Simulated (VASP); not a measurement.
Input of a VASP 6.6.1 run:

File POSCAR:

```
Sn
1.0
    0.0000000000      3.1139920912      3.1139920912
    3.1139920912      0.0000000000      3.1139920912
    3.1139920912      3.1139920912      0.0000000000
Sn
2
Direct
    0.5000000000      0.5000000000      0.5000000000
    0.7500000000      0.7500000000      0.7500000000
```

The input INCAR.step1:

```
PREC = Accurate
ENCUT = 520
ISMEAR = -1
SIGMA = 0.1
LREAL = False
LASPH = True
NELM = 60
NBANDS = 21
GGA = PE
ALGO = Normal
EDIFF = 1E-4
LWAVE = True
LCHARG = False
```

INCAR.step2

```
PREC = Accurate
ENCUT = 520
EDIFF = 1E-6
ISMEAR = -1
SIGMA = 0.1
LREAL = False
LASPH = True
NELM = 60
ALGO = Normal
ISIF = 2
LWAVE = False
LCHARG = False
METAGGA = R2SCAN
LMIXTAU = True
NBANDS = 21
ISTART = 1
```

Contents of KPOINTS:

```
Automatic mesh
0
Gamma
  14 14 14
```

Potentials or basis: VASP PAW PBE potentials, release 64 (Sn_d).

Run with:

```sh
$ cat potpaw_PBE.64/Sn_d/POTCAR > POTCAR
$ cp INCAR.step1 INCAR
$ mpirun -np 1 vasp_std > vasp.out
$ cp INCAR.step2 INCAR
$ mpirun -np 1 vasp_std > vasp.out
```

Q: What does it give for the pressure?

A: 10.0 GPa.

Q: Predict the band gap on the k mesh.

A: 0.43 eV (least direct gap 0.58 eV).

Caveat: the cell stands under pressure; the PAW data sets were made with another functional, which shifts forces and pressure a little; spin-orbit coupling is left out, which moves the levels of the heavy elements. A k mesh can miss the band edges.
